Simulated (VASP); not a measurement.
# HfO2 (Fm-3m) in VASP: a series of runs

Runs on HfO2. Level: PBE. Tasks: elastic constants.

Program: VASP 6.6.1. These are calculated values, not measurements. Logs are shortened: lines on timing, memory, paths and dates and some standing lists are left out, and cuts for length are marked.

### 1 The cell of the first run

Symmetry: Fm-3m, No. 225, cubic system. The conventional cell has a = 4.910 Å, b = 4.910 Å, c = 4.910 Å, α = 90.00°, β = 90.00°, γ = 90.00°. Within 2.8 Å of Hf (site symmetry m-3m) lie 8 O at 2.13 Å. Within 2.8 Å of O (site symmetry -43m) lie 4 Hf at 2.13 Å and 6 O at 2.46 Å.

### 2 Elastic constants, PBE

INCAR

```
SYSTEM = HfO2
PREC = Accurate
ENCUT = 600
EDIFF = 1E-8
ISMEAR = 0
SIGMA = 0.01
LREAL = .FALSE.
LASPH = .TRUE.
NELM = 100
ALGO = Normal
ISIF = 3
LWAVE = .FALSE.
LCHARG = .FALSE.
GGA = PE
IBRION = 6
NFREE = 2
POTIM = 0.015
NSW = 1
```

KPOINTS

```
Automatic mesh
0
G
  8 8 8
  0 0 0
```

POSCAR

```
HfO2
1.0
    0.0000000000      2.4550756302      2.4550756302
    2.4550756302      0.0000000000      2.4550756302
    2.4550756302      2.4550756302      0.0000000000
Hf O
1 2
Direct
    0.0000000000      0.0000000000      0.0000000000
    0.2500000000      0.2500000000      0.2500000000
    0.7500000000      0.7500000000      0.7500000000
```

Potentials or basis: VASP PAW PBE potentials, release 64 (Hf_pv, O).

Command:

```bash
> cat potpaw_PBE.64/Hf_pv/POTCAR potpaw_PBE.64/O/POTCAR > POTCAR
> mpirun -np 1 vasp_std > vasp.out
```

OUTCAR:

```text
SYSTEM = HfO2
   PREC = Accurate
   ENCUT = 600
   EDIFF = 1E-8
   ISMEAR = 0
   LREAL = .FALSE.
   LASPH = .TRUE.
   NELM = 100
   ISIF = 3
   GGA = PE
   IBRION = 6
   NFREE = 2
   POTIM = 0.015
   NSW = 1

 ion  position               nearest neighbor table
   1  0.000  0.000  0.000-   2 2.13   3 2.13   3 2.13   3 2.13   3 2.13   2 2.13   2 2.13   2 2.13

   2  0.250  0.250  0.250-   1 2.13   1 2.13   1 2.13   1 2.13
   3  0.750  0.750  0.750-   1 2.13   1 2.13   1 2.13   1 2.13

  LATTYP: Found a face centered cubic cell.
 ALAT       =     4.9101512604

  Lattice vectors:

 A1 = (   0.0000000000,   2.4550756302,   2.4550756302)
 A2 = (   2.4550756302,   0.0000000000,   2.4550756302)
 A3 = (   2.4550756302,   2.4550756302,   0.0000000000)

Analysis of symmetry for initial positions (statically):
=====================================================================
 Subroutine PRICEL returns:
 Original cell was already a primitive cell.

 Routine SETGRP: Setting up the symmetry group for a
 face centered cubic supercell.

 Subroutine GETGRP returns: Found 48 space group operations
 (whereof 48 operations were pure point group operations)
 out of a pool of 48 trial point group operations.

The static configuration has the point symmetry O_h .

Analysis of symmetry for dynamics (positions and initial velocities):
=====================================================================
 Subroutine PRICEL returns:
 Original cell was already a primitive cell.

 Routine SETGRP: Setting up the symmetry group for a
 face centered cubic supercell.

 Subroutine GETGRP returns: Found 48 space group operations
 (whereof 48 operations were pure point group operations)
 out of a pool of 48 trial point group operations.

The dynamic configuration has the point symmetry O_h .

 Subroutine INISYM returns: Found 48 space group operations
[... 778 lines left out ...]
     11       3.8059      2.00000
     12      10.0682      0.00000
     13      10.5905      0.00000
     14      13.0534      0.00000
     15      14.0995      0.00000

 [... further k-points ...]

------------------------ aborting loop because EDIFF is reached ----------------------------------------

  FORCE on cell =-STRESS in cart. coord.  units (eV):
  Direction    XX          YY          ZZ          XY          YZ          ZX
  --------------------------------------------------------------------------------------
  -------------------------------------------------------------------------------------
  Total        5.5497781      5.5457847      5.5457847      0.0000000      0.1930331      0.0000000
  in kB      300.4426459    300.2264608    300.2264608      0.0000000     10.4500370      0.0000000
  external PRESSURE =     300.2985225 kB  Pullay stress =       0.0000000 kB
[... 18 lines left out ...]
  FREE ENERGIE OF THE ION-ELECTRON SYSTEM (eV)
  ---------------------------------------------------
  free  energy   TOTEN  =       -29.9849064832 eV

  energy  without entropy=      -29.9849064832  energy(sigma->0) =      -29.98490648

 INTERNAL STRAIN TENSORS FROM STRAINED CELLS
 ============================================

 INTERNAL STRAIN TENSOR FOR ION    1 for displacements in x,y,z  (eV/Angst):
          X           Y           Z          XY          YZ          ZX
  --------------------------------------------------------------------------------
  x     0.00000    -0.00000     0.00000     0.00000     0.00000     0.00000
  y     0.00000     0.00000    -0.00000    -0.00000     0.00000    -0.00000
  z    -0.00000     0.00000     0.00000     0.00000     0.00000     0.00000

 INTERNAL STRAIN TENSORS FROM DISPLACED ATOMS
 ============================================

 INTERNAL STRAIN TENSOR FOR ION    1 for displacements in x,y,z  (eV/Angst):
          X           Y           Z          XY          YZ          ZX
  --------------------------------------------------------------------------------
  x     0.00000     0.00000     0.00000     0.00000     0.00000     0.00000
  y     0.00000     0.00000     0.00000     0.00000     0.00000     0.00000
  z     0.00000     0.00000     0.00000     0.00000     0.00000     0.00000

 INTERNAL STRAIN TENSOR FOR ION    3 for displacements in x,y,z  (eV/Angst):
          X           Y           Z          XY          YZ          ZX
  --------------------------------------------------------------------------------
  x    -0.00000     0.00000     0.00000     0.00000    12.86627     0.00000
  y     0.00000    -0.00000     0.00000     0.00000     0.00000    12.86627
  z     0.00000     0.00000    -0.00000    12.86627     0.00000     0.00000

 Eigenvectors and eigenvalues of the dynamical matrix
 ----------------------------------------------------

   1 f  =   19.834693 THz   124.625053 2PiTHz  661.614150 cm-1    82.029663 meV
             X         Y         Z           dx          dy          dz
      0.000000  0.000000  0.000000     0.000000    0.000000   -0.000000
      1.227538  1.227538  1.227538    -0.707047   -0.009229    0.000000
      3.682613  3.682613  3.682613     0.707047    0.009229    0.000000
[... 43 lines left out ...]
   9 f/i=    0.000652 THz     0.004096 2PiTHz    0.021743 cm-1     0.002696 meV
             X         Y         Z           dx          dy          dz
      0.000000  0.000000  0.000000     0.018249    0.083567    0.916900
      1.227538  1.227538  1.227538     0.005463    0.025015    0.274469
      3.682613  3.682613  3.682613     0.005463    0.025015    0.274469

--------------------------------------------------------------------------------------------------------

 ELASTIC MODULI CONTR FROM IONIC RELAXATION (kBar)
 Direction    XX          YY          ZZ          XY          YZ          ZX
 --------------------------------------------------------------------------------
 XX          -0.0000      0.0000      0.0000     -0.0000      0.0000     -0.0000
 YY           0.0000     -0.0000      0.0000     -0.0000     -0.0000      0.0000
 ZZ           0.0000      0.0000     -0.0000      0.0000     -0.0000     -0.0000
 XY          -0.0000     -0.0000      0.0000   -695.9084      0.0000     -0.0000
 YZ           0.0000     -0.0000     -0.0000     -0.0000   -695.9084     -0.0000
 ZX          -0.0000      0.0000     -0.0000     -0.0000     -0.0000   -695.9084
 --------------------------------------------------------------------------------

 TOTAL ELASTIC MODULI (kBar)
 Direction    XX          YY          ZZ          XY          YZ          ZX
 --------------------------------------------------------------------------------
 XX        6958.4576   1670.5478   1670.5478     -0.0000     -0.0000      0.0000
 YY        1670.5478   6958.4576   1670.5478      0.0000     -0.0000      0.0000
 ZZ        1670.5478   1670.5478   6958.4576      0.0000     -0.0000     -0.0000
 XY          -0.0000      0.0000      0.0000    863.7712      0.0000     -0.0000
 YZ          -0.0000     -0.0000     -0.0000     -0.0000    863.7712     -0.0000
 ZX           0.0000      0.0000     -0.0000     -0.0000     -0.0000    863.7712
 --------------------------------------------------------------------------------
```

OSZICAR:

```text
N       E                     dE             d eps       ncg     rms          rms(c)
DAV:   1     0.112712490504E+03    0.11271E+03   -0.14227E+04   870   0.165E+03
[... 206 lines left out ...]
DAV:   2    -0.299856947023E+02   -0.10342E-02   -0.30532E-02  4033   0.147E+00    0.853E-01
DAV:   3    -0.299849135112E+02    0.78119E-03   -0.17172E-03  3319   0.419E-01    0.341E-01
DAV:   4    -0.299849082679E+02    0.52433E-05   -0.48345E-04  3956   0.195E-01    0.623E-02
DAV:   5    -0.299849075341E+02    0.73376E-06   -0.25864E-05  3137   0.452E-02    0.203E-02
DAV:   6    -0.299849064893E+02    0.10448E-05   -0.41266E-06  3851   0.201E-02    0.944E-03
DAV:   7    -0.299849064792E+02    0.10067E-07   -0.78270E-07  3165   0.806E-03    0.196E-03
DAV:   8    -0.299849064832E+02   -0.39813E-08   -0.28253E-08  3697   0.173E-03
  17 F= -.29984906E+02 E0= -.29984906E+02  d E =-.484465E-23
```

Wall time 13 min (1 thread of Intel Xeon 8259CL, shared host); peak memory 0.28 GiB.

Results:

| Property | Result |
| --- | --- |
| Elastic constants C11, C12, C44 | 696, 167, 86 GPa |
| Voigt bulk modulus | 343 GPa |
| Highest phonon frequency at Γ, LO-TO splitting left out | 662 cm⁻¹ |

Phonon frequencies in cm⁻¹ (negative: imaginary):
```tsv
q point	frequencies
(0.000, 0.000, 0.000)	0 0 0 324 324 324 662 662 662
```

Elastic tensor in Voigt notation (GPa, in the Cartesian axes of the cell as first typed):
```
696 167 167   0   0   0
167 696 167   0   0   0
167 167 696   0   0   0
  0   0   0  86   0   0
  0   0   0   0  86   0
  0   0   0   0   0  86
```

Clamped-ion elastic tensor (GPa):
```
696 167 167   0   0   0
167 696 167   0   0   0
167 167 696   0   0   0
  0   0   0 156   0   0
  0   0   0   0 156   0
  0   0   0   0   0 156
```

Caveat: the cell is under stress, which shifts elastic constants; spin-orbit coupling is left out, which moves the levels of the heavy elements.

### 3 Elastic constants, PBE

This run uses another cell than the first one, of 10.35 Å³/atom.

INCAR

```
  ALGO = Normal
  EDIFF = 1E-8
  ENCUT = 600
  GGA = PE
  IBRION = 6
  ISIF = 3
  ISMEAR = 0
  LASPH = True
  LCHARG = True
  LREAL = False
  LWAVE = False
  NELM = 80
  NFREE = 2
  NSW = 1
  POTIM = 0.015
  PREC = Accurate
  SIGMA = 0.01
```

KPOINTS

```
k-points
0
Gamma
  8 8 8
```

POSCAR

```
HfO2
1.0
    0.0000000000      2.4950109967      2.4950109967
    2.4950109967      0.0000000000      2.4950109967
    2.4950109967      2.4950109967      0.0000000000
Hf O
1 2
Direct
    0.0000000000      0.0000000000      0.0000000000
    0.2500000000      0.2500000000      0.2500000000
    0.7500000000      0.7500000000      0.7500000000
```

Potentials or basis: VASP PAW PBE potentials, release 64 (Hf_pv, O).

Command:

```bash
> cat potpaw_PBE.64/Hf_pv/POTCAR potpaw_PBE.64/O/POTCAR > POTCAR
> mpirun -np 1 vasp_std > vasp.out
```

It took 17 min on 1 thread of Intel Xeon 8259CL, shared host; peak memory 0.3 GiB.

Results (log left out):

```
Elastic constants C11, C12, C44                         : 626, 129, 78 GPa
Voigt bulk modulus                                      : 294 GPa
Highest phonon frequency at Γ, LO-TO splitting left out : 616 cm⁻¹
```

Phonon frequencies in cm⁻¹ (negative: imaginary):
```csv
q point,frequencies
"(0.000, 0.000, 0.000)",0 0 0 276 276 276 616 616 616
```

Elastic tensor in Voigt notation (GPa, in the Cartesian axes of the cell as first typed):
```
626 129 129   0   0   0
129 626 129   0   0   0
129 129 626   0   0   0
  0   0   0  78   0   0
  0   0   0   0  78   0
  0   0   0   0   0  78
```

Clamped-ion elastic tensor (GPa):
```
626 129 129   0   0   0
129 626 129   0   0   0
129 129 626   0   0   0
  0   0   0 121   0   0
  0   0   0   0 121   0
  0   0   0   0   0 121
```

Caveat: the cell is under stress, which shifts elastic constants; spin-orbit coupling is left out, which moves the levels of the heavy elements.

(Part 1 of 2 ends here.)
